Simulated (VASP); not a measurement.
# Ca2F in VASP: a series of runs

The runs below take Ca2F through single point, with PBE.

Everything below comes from runs of VASP 6.6.1. Logs are shortened: lines on timing, memory, paths and dates and some standing lists are left out, and cuts for length are marked.

**1. The cell of the first run**

The cell holds a sheet with vacuum, 3 atoms: a = 4.005 Å, b = 4.005 Å, c = 32.216 Å, α = 90.00°, β = 90.00°, γ = 120.00°.

The cell was built from a structure type or drawn by symmetry, and may not be a known phase.

**2. Single point, PBE**

Input file INCAR:

```
SYSTEM = Ca2F
  PREC = Accurate
  ENCUT = 520
  EDIFF = 1E-6
  ISMEAR = 0
  SIGMA = 0.1
  LREAL = .FALSE.
  LASPH = .TRUE.
  NELM = 100
  ALGO = Normal
  ISIF = 2
  LWAVE = .FALSE.
  LCHARG = .FALSE.
  LDIPOL = .TRUE.
  IDIPOL = 3
  DIPOL = 0.5 0.5 0.264
  GGA = PE
  NBANDS = 20
```

Input file KPOINTS:

```
regular mesh
0
G
  12 12 1
  0 0 0
```

Input file POSCAR:

```
Ca2F
1.0
    4.0050807996      0.0000000000      0.0000000000
   -2.0025403998      3.4685017166      0.0000000000
    0.0000000000      0.0000000000     32.2159844461
Ca F
2 1
Direct
    0.0000000000      0.0000000000      0.3292746729
    0.0000000000      0.0000000000      0.1984136871
    0.0000000000      0.0000000000      0.2638441800
```

Potentials or basis: VASP PAW PBE potentials, release 64 (Ca_sv, F).

Run with:

```sh
> cat potpaw_PBE.64/Ca_sv/POTCAR potpaw_PBE.64/F/POTCAR > POTCAR
> mpirun -np 1 vasp_std > vasp.out
```

OUTCAR:

```text
SYSTEM = Ca2F
   PREC = Accurate
   ENCUT = 520
   EDIFF = 1E-6
   ISMEAR = 0
   LREAL = .FALSE.
   LASPH = .TRUE.
   NELM = 100
   ISIF = 2
   GGA = PE

 ion  position               nearest neighbor table
   1  0.000  0.000  0.329-   3 2.11
   2  0.000  0.000  0.198-   3 2.11
   3  0.000  0.000  0.264-   1 2.11   2 2.11

  LATTYP: Found a hexagonal cell.
 ALAT       =     4.0050807996
 C/A-ratio  =     8.0437789044

  Lattice vectors:

 A1 = (   4.0050807996,   0.0000000000,   0.0000000000)
 A2 = (  -2.0025403998,   3.4685017166,   0.0000000000)
 A3 = (   0.0000000000,   0.0000000000,  32.2159844461)

Analysis of symmetry for initial positions (statically):
=====================================================================
 Subroutine PRICEL returns:
 Original cell was already a primitive cell.

 Routine SETGRP: Setting up the symmetry group for a
 hexagonal supercell.

 Subroutine GETGRP returns: Found 24 space group operations
 (whereof 12 operations were pure point group operations)
 out of a pool of 24 trial point group operations.

The static configuration has the point symmetry C_6v.
 The point group associated with its full space group is D_6h.

Analysis of symmetry for dynamics (positions and initial velocities):
=====================================================================
 Subroutine PRICEL returns:
 Original cell was already a primitive cell.

 Routine SETGRP: Setting up the symmetry group for a
 hexagonal supercell.

 Subroutine GETGRP returns: Found 24 space group operations
 (whereof 12 operations were pure point group operations)
 out of a pool of 24 trial point group operations.

The dynamic configuration has the point symmetry C_6v.
 The point group associated with its full space group is D_6h.

 Subroutine INISYM returns: Found 24 space group operations
 (whereof 12 operations are pure point group operations),
 and found     1 'primitive' translations

----------------------------------------------------------------------------------------

                                     Primitive cell

  volume of cell :     447.5325

  direct lattice vectors                    reciprocal lattice vectors
     4.005080800  0.000000000  0.000000000     0.249682853  0.144154462  0.000000000
    -2.002540400  3.468501717  0.000000000     0.000000000  0.288308925  0.000000000
     0.000000000  0.000000000 32.215984446     0.000000000  0.000000000  0.031040492

  length of vectors
     4.005080800  4.005080800 32.215984446     0.288308925  0.288308925  0.031040492
[... 83 lines left out ...]
   ISIF   =      2    stress and relaxation
   ISYM   =      2    0-nonsym 1-usesym 2-fastsym
   POTIM  = 0.5000    time-step for ionic-motion
   TEBEG  =    0.0;   TEEND  =   0.0 temperature during run
   PSTRESS=    0.0 pullay stress
   NELECT =      27.0000    total number of electrons
   NUPDOWN=      -1.0000    fix difference up-down
   EMIN   =  10.00;   EMAX   =-10.00  energy-range for DOS
   EFERMI =   0.00;   METHOD = LEGACY
   ISMEAR =     0;   SIGMA  =   0.10  broadening in eV -4-tet -1-fermi 0-gaus
   EFERMI_NEDOS =   21; number of points for ismear=-14 and -15
   IALGO  =     38    algorithm
   IMIX   =      4    mixing-type and parameters
     AMIX     =   0.40;   BMIX     =  1.00
     AMIX_MAG =   1.60;   BMIX_MAG =  1.00
  volume/ion in A,a.u.               =     149.18      1006.70
  Fermi-wavevector in a.u.,A,eV,Ry     =   0.642078  1.213352  5.609197  0.412264
  Thomas-Fermi vector in A             =   1.708629
   LORBIT       =      0    0 simple, 1 ext, 2 COOP (PROOUT), +10 PAW based schemes
   GGA     = PE    functional components
   LHFCALC =     F    Hartree Fock is set to
   AEXX    =    0.0000 exact exchange contribution
   IVDW    =     0    specifies the selected vdW correction
   LEPSILON=     F    determine dielectric tensor
   LRPA    =     F    only Hartree local field effects (RPA)
 non-spin polarized calculation
 Gauss-broadening in eV      SIGMA  =   0.10
  energy-cutoff  :      520.00
  volume of cell :      447.53
 maximum number of plane-waves:     12111
 NGX is ok and might be reduce to    30
   NGX = 15   NGY = 15   NGZ =119

 dipolmoment           0.000000      0.000000     -0.000011 electrons x Angstroem

 number of electron      27.0000013 magnetization

 dipolmoment           0.000000      0.000000      0.000004 electrons x Angstroem

 Free energy of the ion-electron system (eV)
  ---------------------------------------------------
  ext. energy  EPLUGINS =         0.00000000
  ---------------------------------------------------
  free energy    TOTEN  =       -10.12732872 eV

  energy without entropy =      -10.11520158  energy(sigma->0) =      -10.12126515

 E-fermi :  -1.8196     XC(G=0):  -2.1882

 val. band max:       -1.8456693328   @ k =   0.5000  -0.0000   0.0000
 cond. band min:      -1.7952217146   @ k =   0.2500   0.2500   0.0000
 fundamental gap:      0.0504476182
 Fermi energy:        -1.8195978867

 k-point     1 :       0.0000    0.0000    0.0000
  band No.  band energies     occupation
      1     -44.1162      2.00000
      2     -44.1113      2.00000
      3     -27.2802      2.00000
      4     -25.1601      2.00000
      5     -25.0751      2.00000
      6     -25.0751      2.00000
[... 426 lines left out ...]
     19       0.5507      0.00000
     20       0.5507      0.00000

------------------------ aborting loop because EDIFF is reached ----------------------------------------

 vacuum level on the upper side and lower side of the slab       (xc-potential included)        -0.006        -0.006

  FORCE on cell =-STRESS in cart. coord.  units (eV):
  Direction    XX          YY          ZZ          XY          YZ          ZX
  --------------------------------------------------------------------------------------
  -------------------------------------------------------------------------------------
  Total       -0.0482508     -0.0482508      0.2470852      0.0000000      0.0000000     -0.0000000
  in kB       -0.1727390     -0.1727390      0.8845711      0.0000000      0.0000000     -0.0000000
  external PRESSURE =       0.1796977 kB  Pullay stress =       0.0000000 kB

 VOLUME and BASIS-vectors are now :
 -----------------------------------------------------------------------------
  energy-cutoff  :      520.00
  volume of cell :      447.53
      direct lattice vectors                 reciprocal lattice vectors
     4.005080800  0.000000000  0.000000000     0.249682853  0.144154462  0.000000000
    -2.002540400  3.468501717  0.000000000     0.000000000  0.288308925  0.000000000
     0.000000000  0.000000000 32.215984446     0.000000000  0.000000000  0.031040492

 POSITION                                       TOTAL-FORCE (eV/Angst)
 -----------------------------------------------------------------------------------
      0.00000      0.00000     10.60791        -0.000000     -0.000000      0.072393
      0.00000      0.00000      6.39209        -0.000000     -0.000000     -0.072393
      0.00000      0.00000      8.50000         0.000000      0.000000     -0.000000
 -----------------------------------------------------------------------------------
    total drift:                                0.000000      0.000000      0.000099

  FREE ENERGIE OF THE ION-ELECTRON SYSTEM (eV)
  ---------------------------------------------------
  free  energy   TOTEN  =       -10.1273287207 eV

  energy  without entropy=      -10.1152015808  energy(sigma->0) =      -10.12126515

 vacuum level on the upper side and lower side of the slab         1.108         1.108
```

OSZICAR:

```text
N       E                     dE             d eps       ncg     rms          rms(c)
DAV:   1     0.188060622512E+03    0.18806E+03   -0.12069E+04  1112   0.946E+02
DAV:   2     0.184691993239E+02   -0.16959E+03   -0.16288E+03   960   0.255E+02
DAV:   3    -0.938732957385E+01   -0.27857E+02   -0.27624E+02  1204   0.743E+01
DAV:   4    -0.115379388503E+02   -0.21506E+01   -0.21403E+01  1184   0.182E+01
[... 14 lines left out ...]
DAV:  19    -0.101273184775E+02   -0.82795E-05   -0.27232E-07   740   0.283E-03    0.322E-04
DAV:  20    -0.101273239119E+02   -0.54343E-05   -0.21449E-07   696   0.181E-03    0.455E-04
DAV:  21    -0.101273269021E+02   -0.29902E-05   -0.90524E-08   700   0.248E-03    0.284E-04
DAV:  22    -0.101273280764E+02   -0.11743E-05   -0.33506E-08   652   0.990E-04    0.161E-04
DAV:  23    -0.101273287207E+02   -0.64430E-06   -0.12063E-08   652   0.651E-04
   1 F= -.10127329E+02 E0= -.10121265E+02  d E =-.121271E-01
```

stdout:

```text
POSCAR found type information on POSCAR CaF
 POSCAR found :  2 types and       3 ions
 scaLAPACK will be used
 LDA part: xc-table for (Slater+PW92), standard interpolation
 POSCAR, INCAR and KPOINTS ok, starting setup
 FFT: planning ... GRIDC
 FFT: planning ... GRID_SOFT
 FFT: planning ... GRID
 WAVECAR not read
 entering main loop
```

Run time: 7.8 min. Hardware: 1 thread of Intel Xeon 8259CL, shared host; peak memory 0.6 GiB.

Results:

```yaml
Free_energy: -10.1273 eV
Largest_force: 0.072 eV/Å
Band_gap_on_the_k_mesh: zero (an odd number of electrons rules out a gap without spin polarisation)
```

Forces in eV/Å, atoms in the order of the input:
```
Ca   0.000  0.000  0.072
Ca   0.000  0.000 -0.072
F    0.000  0.000  0.000
```

Caveat: an odd number of electrons without spin polarisation forces a metal; a magnetic or distorted state may lie lower.

**3. Single point, PBE**

Input file INCAR:

```
PREC = Accurate ; ENCUT = 520
EDIFF = 1E-6 ; ISMEAR = 0
SIGMA = 0.1 ; LREAL = False
LASPH = True ; NELM = 100
ALGO = Normal ; ISIF = 2
LWAVE = False ; LCHARG = False
LDIPOL = True ; IDIPOL = 3
DIPOL = 0.5 0.5 0.264 ; GGA = PE
NBANDS = 20
```

Input file KPOINTS:

```
regular mesh
0
Gamma
  12 12 1
```

POSCAR is that of step 2.

Potentials or basis: VASP PAW PBE potentials, release 64 (Ca_sv, F).

Run with:

```sh
> cat potpaw_PBE.64/Ca_sv/POTCAR potpaw_PBE.64/F/POTCAR > POTCAR
> mpirun -np 1 vasp_std > vasp.out
```

Run time: 7.6 min. Hardware: 1 thread of Intel Xeon 8259CL, shared host; peak memory 0.6 GiB.

Results (log left out):

```
Free energy            : -10.1273 eV
Largest force          : 0.072 eV/Å
Band gap on the k mesh : zero (an odd number of electrons rules out a gap without spin polarisation)
```

Forces on the atoms (eV/Å):
```
Ca   0.000  0.000  0.072
Ca   0.000  0.000 -0.072
F    0.000  0.000  0.000
```

Levels at points of the mesh, in eV from the Fermi level:
| k point | band 12 | band 13 | band 14 | band 15 | band 16 | band 17 |
| --- | --- | --- | --- | --- | --- | --- |
| (0.00, 0.00, 0.00) | -6.00 | -2.57 | -2.23 | 0.53 | 0.95 | 2.21 |
| (0.50, 0.00, 0.00) | -6.07 | -0.03 | 0.20 | 0.58 | 0.66 | 2.04 |

Caveat: an odd number of electrons without spin polarisation forces a metal; a magnetic or distorted state may lie lower.

**4. Single point, PBE, collinear spin**

This run uses another cell than the first one.

Input file INCAR:

```
PREC     = Accurate       # precision mode
ENCUT    = 520            # plane-wave cutoff, eV
EDIFF    = 1E-6           # SCF threshold, eV
ISMEAR   = 0              # smearing method
SIGMA    = 0.1            # smearing width, eV
LREAL    = F              # projectors in reciprocal space
LASPH    = T              # aspherical terms in the spheres
NELM     = 150            # most SCF steps
ALGO     = Normal         # electronic algorithm
ISIF     = 2              # what is computed and relaxed
LWAVE    = F              # write WAVECAR
LCHARG   = T              # write CHGCAR
ISPIN    = 2              # spin polarisation
MAGMOM   = 0 0 1          # initial moments
LORBIT   = 11             # projections on sites
LDIPOL   = T            
IDIPOL   = 3            
DIPOL    = 0.5 0.5 0.285
GGA      = PE             # functional
LELF     = T              # ELF
LVHAR    = T            
LVACPOTAV= T            
NBANDS   = 24             # bands
```

Input file KPOINTS:

```
Automatic mesh
0
Gamma
  6 6 1
```

Input file POSCAR:

```
Ca2F
1.0
    4.0125990159      0.0000000000      0.0000000000
   -2.0062995080      3.4750126830      0.0000000000
    0.0000000000      0.0000000000     29.7902539600
Ca F
2 1
Direct
    0.0000000000      0.0000000000      0.3559552102
    0.0000000000      0.0000000000      0.2147012206
    0.0000000000      0.0000000000      0.2853282154
```

Run with:

```sh
> cat potpaw_PBE.64/Ca_sv/POTCAR potpaw_PBE.64/F/POTCAR > POTCAR
> mpirun -np 1 vasp_std > vasp.out
```

Wall time 10 min (1 thread of Intel Xeon 8259CL, shared host); peak memory 0.69 GiB.

The run converged. Its results:

| Item | Value |
| --- | --- |
| Free energy | -10.0738 eV |
| Largest force | 0.131 eV/Å |
| Net moment | 0.64 μB per cell |
| Site moments | Ca +0.06; F +0.00 μB |
| Valence electrons inside the program's atomic spheres | Ca 8.10; F 6.11 |

Forces on the atoms (eV/Å):
```
Ca   0.000  0.000  0.131
Ca   0.000  0.000 -0.131
F    0.000  0.000  0.000
```

Levels at points of the mesh, in eV from the Fermi level:
Spin up:
```tsv
k point	band 11	band 12	band 13	band 14	band 15	band 16	band 17	band 18
(0.00, 0.00, 0.00)	-6.07	-6.07	-2.75	-2.42	0.42	0.85	2.11	2.11
(0.50, 0.00, 0.00)	-6.44	-6.14	-0.18	0.04	0.38	0.46	1.94	1.95
```
Spin down:
```csv
k point,band 12,band 13,band 14,band 15,band 16,band 17
"(0.00, 0.00, 0.00)",-6.07,-2.41,-2.06,0.59,1.03,2.27
"(0.50, 0.00, 0.00)",-6.14,0.10,0.33,0.75,0.83,2.08
```
